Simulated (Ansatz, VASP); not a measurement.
# One calculation of SrO, two programs

```xyz
2
Lattice="0.0000 2.5838 2.5838 2.5838 0.0000 2.5838 2.5838 2.5838 0.0000" Properties=species:S:1:pos:R:3 pbc="T T T"
Sr    2.5838    2.5838    2.5838
O     0.0000    0.0000    0.0000
```

Alike in both runs: task single point; functional PBE; k mesh 2 × 2 × 2; no spin polarisation.

|  | VASP | Ansatz |
| --- | --- | --- |
| version | VASP 6.6.1 | Ansatz 0.2.0 |
| potentials or method | VASP PAW PBE potentials, release 64 (Sr_sv, O), cutoff 600 eV | scalar-relativistic, plane waves, PAW |
| occupations | gaussian, width 0.01 eV | fixed |
| valence electrons in the cell | 16 | 16 |

```tsv
	VASP	Ansatz	Ansatz less VASP
gap on the k mesh at the Fermi level (eV)	3.06	3.12	+0.054
least direct gap on the mesh (eV)	3.17	3.22	+0.043
pressure (GPa)	2.3	1.8	-0.56
```

The k mesh is coarse, so the values compare programs but aren't converged.
